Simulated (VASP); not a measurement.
# LuH2 in VASP: a series of runs, part 3 of 3

VASP 6.6.1. The steps go on from the part before.

## Step 5: Electric field gradients, LDA (equal xy, yz and zx shear strains of +2 %)

File INCAR:

```
SYSTEM = LuH2
PREC     = Accurate       ! precision mode
ENCUT    = 520            ! plane-wave cutoff, eV
EDIFF    = 1E-8           ! SCF threshold, eV
ISMEAR   = -1             ! smearing method
SIGMA    = 0.02           ! smearing width, eV
LREAL    = .FALSE.        ! projectors in reciprocal space
LASPH    = .TRUE.         ! aspherical terms in the spheres
NELM     = 80             ! most SCF steps
ALGO     = Normal         ! electronic algorithm
ISIF     = 2              ! what is computed and relaxed
LWAVE    = .FALSE.        ! write WAVECAR
LCHARG   = .FALSE.        ! write CHGCAR
GGA      = CA             ! functional
LEFG     = .TRUE.       
NBANDS   = 20             ! bands
```

File KPOINTS:

```
regular mesh
0
G
  8 8 8
  0 0 0
```

File POSCAR:

```
LuH2
1.0
    0.0503300000      2.5416650000      2.5416650000
    2.5416650000      0.0503300000      2.5416650000
    2.5416650000      2.5416650000      0.0503300000
Lu H
1 2
Direct
    0.0000000000      0.0000000000      0.0000000000
    0.2500000000      0.2500000000      0.2500000000
    0.7500000000      0.7500000000      0.7500000000
```

Potentials or basis: VASP PAW PBE potentials, release 64 (Lu, H).

On the command line:

```
cat potpaw_PBE.64/Lu/POTCAR potpaw_PBE.64/H/POTCAR > POTCAR
mpirun -np 1 vasp_std > vasp.out
```

OUTCAR:

```text
SYSTEM = LuH2
   PREC = Accurate
   ENCUT = 520
   EDIFF = 1E-8
   ISMEAR = -1
   LREAL = .FALSE.
   LASPH = .TRUE.
   NELM = 80
   ISIF = 2
   GGA = CA

 ion  position               nearest neighbor table
   1  0.000  0.000  0.000-   3 2.16   2 2.16   3 2.16   3 2.16   2 2.16   2 2.16   3 2.22   2 2.22

   2  0.250  0.250  0.250-   1 2.16   1 2.16   1 2.16   1 2.22
   3  0.750  0.750  0.750-   1 2.16   1 2.16   1 2.16   1 2.22

  LATTYP: Found a trigonal (rhomboedric) cell.
 ALAT       =     3.5948094600
 COS(alpha) =     0.5197000882

  Lattice vectors:

 A1 = (   0.0503300000,   2.5416650000,   2.5416650000)
 A2 = (   2.5416650000,   0.0503300000,   2.5416650000)
 A3 = (   2.5416650000,   2.5416650000,   0.0503300000)

Analysis of symmetry for initial positions (statically):
=====================================================================
 Subroutine PRICEL returns:
 Original cell was already a primitive cell.

 Routine SETGRP: Setting up the symmetry group for a
 trigonal (rhombohedral) supercell.

 Subroutine GETGRP returns: Found 12 space group operations
 (whereof 12 operations were pure point group operations)
 out of a pool of 12 trial point group operations.

The static configuration has the point symmetry D_3d.

Analysis of symmetry for dynamics (positions and initial velocities):
=====================================================================
 Subroutine PRICEL returns:
 Original cell was already a primitive cell.

 Routine SETGRP: Setting up the symmetry group for a
 trigonal (rhombohedral) supercell.

 Subroutine GETGRP returns: Found 12 space group operations
 (whereof 12 operations were pure point group operations)
 out of a pool of 12 trial point group operations.

The dynamic configuration has the point symmetry D_3d.

 Subroutine INISYM returns: Found 12 space group operations
 (whereof 12 operations are pure point group operations),
 and found     1 'primitive' translations

----------------------------------------------------------------------------------------

                                     Primitive cell

  volume of cell :      31.8633

  direct lattice vectors                    reciprocal lattice vectors
     0.050330000  2.541665000  2.541665000    -0.202663215  0.198728007  0.198728007
     2.541665000  0.050330000  2.541665000     0.198728007 -0.202663215  0.198728007
     2.541665000  2.541665000  0.050330000     0.198728007  0.198728007 -0.202663215

  length of vectors
     3.594809460  3.594809460  3.594809460     0.346493896  0.346493896  0.346493896

  position of ions in fractional coordinates (direct lattice)
     0.000000000  0.000000000  0.000000000
     0.250000000  0.250000000  0.250000000
     0.750000000  0.750000000  0.750000000

  ion indices of the primitive-cell ions
   primitive index   ion index
                 1           1
                 2           2
                 3           3

[... 77 lines left out ...]
   ISIF   =      2    stress and relaxation
   ISYM   =      2    0-nonsym 1-usesym 2-fastsym
   POTIM  = 0.5000    time-step for ionic-motion
   TEBEG  =    0.0;   TEEND  =   0.0 temperature during run
   PSTRESS=    0.0 pullay stress
   NELECT =      27.0000    total number of electrons
   NUPDOWN=      -1.0000    fix difference up-down
   EMIN   =  10.00;   EMAX   =-10.00  energy-range for DOS
   EFERMI =   0.00;   METHOD = LEGACY
   ISMEAR =    -1;   SIGMA  =   0.02  broadening in eV -4-tet -1-fermi 0-gaus
   EFERMI_NEDOS =   21; number of points for ismear=-14 and -15
   IALGO  =     38    algorithm
   IMIX   =      4    mixing-type and parameters
     AMIX     =   0.40;   BMIX     =  1.00
     AMIX_MAG =   1.60;   BMIX_MAG =  1.00
  volume/ion in A,a.u.               =      10.62        71.67
  Fermi-wavevector in a.u.,A,eV,Ry     =   1.549170  2.927506 32.652982  2.399926
  Thomas-Fermi vector in A             =   2.654015
   LORBIT       =      0    0 simple, 1 ext, 2 COOP (PROOUT), +10 PAW based schemes
   GGA     = CA    functional components
   LHFCALC =     F    Hartree Fock is set to
   AEXX    =    0.0000 exact exchange contribution
   IVDW    =     0    specifies the selected vdW correction
   LEPSILON=     F    determine dielectric tensor
   LRPA    =     F    only Hartree local field effects (RPA)
 non-spin polarized calculation
  energy-cutoff  :      520.00
  volume of cell :       31.86
 maximum number of plane-waves:       881
   NGX = 13   NGY = 13   NGZ = 13

 number of electron      26.9999997 magnetization

 Free energy of the ion-electron system (eV)
  ---------------------------------------------------
  ext. energy  EPLUGINS =         0.00000000
  ---------------------------------------------------
  free energy    TOTEN  =       -14.00792970 eV

  energy without entropy =      -14.00499148  energy(sigma->0) =      -14.00646059

 E-fermi :   2.4069     XC(G=0): -11.3861

 val. band max:        2.4044568637   @ k =   0.5000   0.2500   0.1250
 cond. band min:       2.4083519872   @ k =   0.3750   0.2500  -0.0000
 fundamental gap:      0.0038951235
 Fermi energy:         2.4068730582

 k-point     1 :       0.0000    0.0000    0.0000
  band No.  band energies     occupation
      1     -53.4905      2.00000
      2     -24.2217      2.00000
      3     -24.1863      2.00000
      4     -24.1863      2.00000
      5      -6.8476      2.00000
      6      -2.9073      2.00000
[... 541 lines left out ...]
     19      10.7050      0.00000
     20      11.3512      0.00000

 [... further k-points ...]

------------------------ aborting loop because EDIFF is reached ----------------------------------------

  FORCE on cell =-STRESS in cart. coord.  units (eV):
  Direction    XX          YY          ZZ          XY          YZ          ZX
  --------------------------------------------------------------------------------------
  -------------------------------------------------------------------------------------
  Total       -1.2057683     -1.2057683     -1.2057683     -0.3436665     -0.3436665     -0.3436665
  in kB      -60.6293753    -60.6293753    -60.6293753    -17.2805036    -17.2805036    -17.2805036
  external PRESSURE =     -60.6293753 kB  Pullay stress =       0.0000000 kB

 VOLUME and BASIS-vectors are now :
 -----------------------------------------------------------------------------
  energy-cutoff  :      520.00
  volume of cell :       31.86
      direct lattice vectors                 reciprocal lattice vectors
     0.050330000  2.541665000  2.541665000    -0.202663215  0.198728007  0.198728007
     2.541665000  0.050330000  2.541665000     0.198728007 -0.202663215  0.198728007
     2.541665000  2.541665000  0.050330000     0.198728007  0.198728007 -0.202663215

 POSITION                                       TOTAL-FORCE (eV/Angst)
 -----------------------------------------------------------------------------------
      0.00000      0.00000      0.00000         0.000000     -0.000000      0.000000
      1.28342      1.28342      1.28341        -0.059512     -0.059512     -0.059512
      3.85025      3.85025      3.85025         0.059512      0.059512      0.059512
 -----------------------------------------------------------------------------------
    total drift:                               -0.000000     -0.000000     -0.000000

  FREE ENERGIE OF THE ION-ELECTRON SYSTEM (eV)
  ---------------------------------------------------
  free  energy   TOTEN  =       -14.0079296992 eV

  energy  without entropy=      -14.0049914815  energy(sigma->0) =      -14.00646059

 Electric field gradients (V/A^2)
---------------------------------------------------------------------
 ion       V_xx      V_yy      V_zz      V_xy      V_xz      V_yz
---------------------------------------------------------------------
   1       0.000    -0.000    -0.000    24.139    24.139    24.139
   2       0.000    -0.000    -0.000    -0.241    -0.241    -0.241
   3       0.000    -0.000    -0.000    -0.241    -0.241    -0.241
---------------------------------------------------------------------

 Electric field gradients after diagonalization (V/A^2)
 (convention: |V_zz| > |V_xx| > |V_yy|)
----------------------------------------------------------------------
 ion       V_xx      V_yy      V_zz     asymmetry (V_yy - V_xx)/ V_zz
----------------------------------------------------------------------
   1     -24.139   -24.139    48.278       0.000
   2       0.241     0.241    -0.482       0.000
   3       0.241     0.241    -0.482       0.000
----------------------------------------------------------------------

           NMR quadrupolar parameters

 Cq : quadrupolar parameter    Cq=e*Q*V_zz/h
 eta: asymmetry parameters     (V_yy - V_xx)/ V_zz
 Q  : nuclear electric quadrupole moment in mb (millibarn)
----------------------------------------------------------------------
 ion       Cq(MHz)       eta       Q (mb)
----------------------------------------------------------------------
   1       0.117       0.000       1.000
   2      -0.001       0.000       1.000
   3      -0.001       0.000       1.000
----------------------------------------------------------------------
```

Wall time 77 s (1 thread of Intel Xeon Platinum 8259CL at 2.50GHz (Skylake/Cascade Lake), shared host); peak memory 0.18 GiB.

Results:

```
Free energy                             : -14.0079 eV
Pressure                                : -6.1 GPa
Largest force                           : 0.103 eV/Å
Band gap on the k mesh                  : zero (an odd number of electrons rules out a gap without spin polarisation)
Largest electric field gradient by atom : Lu +48.3; H -0.5 V/Å²
```

Forces in eV/Å, atoms in the order of the input:
```
Lu   0.000  0.000  0.000
H   -0.060 -0.060 -0.060
H    0.060  0.060  0.060
```

Electric field gradients, principal values (V/Å²):
| atom | least | middle | greatest (by size) |
| --- | --- | --- | --- |
| 1 Lu | -24.139 | -24.139 | 48.278 |
| 2 H | 0.241 | 0.241 | -0.482 |
| 3 H | 0.241 | 0.241 | -0.482 |

Caveat: the cell differs from its parent crystal (equal xy, yz and zx shear strains of +2 %); the cell stands under tension; without QUAD_EFG the Cq values of the log hold for a quadrupole moment of 1 mb, not for the nuclei; the PAW data sets were made with another functional, which shifts forces and pressure a little; spin-orbit coupling is left out, which moves the levels of the heavy elements.

## Step 6: The runs side by side

```csv
cell,gap on the mesh (eV),pressure (GPa),largest force (eV/Å)
"a = 3.595, b = 3.595, c = 3.559 Å, angles 60.3, 60.3, 59.3°, 3 atoms",none,-7.7,-
"a = 3.577 Å, angles 59.3°, 3 atoms",none,-6.2,0.05
"a = 3.595 Å, angles 58.7°, 3 atoms",none,-6.1,0.10
```

Alike in all rows: task electric field gradients; level LDA; potentials or basis VASP PAW PBE potentials, release 64 (Lu, H); no spin polarisation; k mesh 8 × 8 × 8; cutoff (eV) 520; smearing fermi-dirac 0.02 eV.

Caveats: the cell stands under tension; the PAW data sets were made with another functional, which shifts forces and pressure a little; spin-orbit coupling is left out, which moves the levels of the heavy elements.

Absolute energies hang on the potentials; compare differences alone.
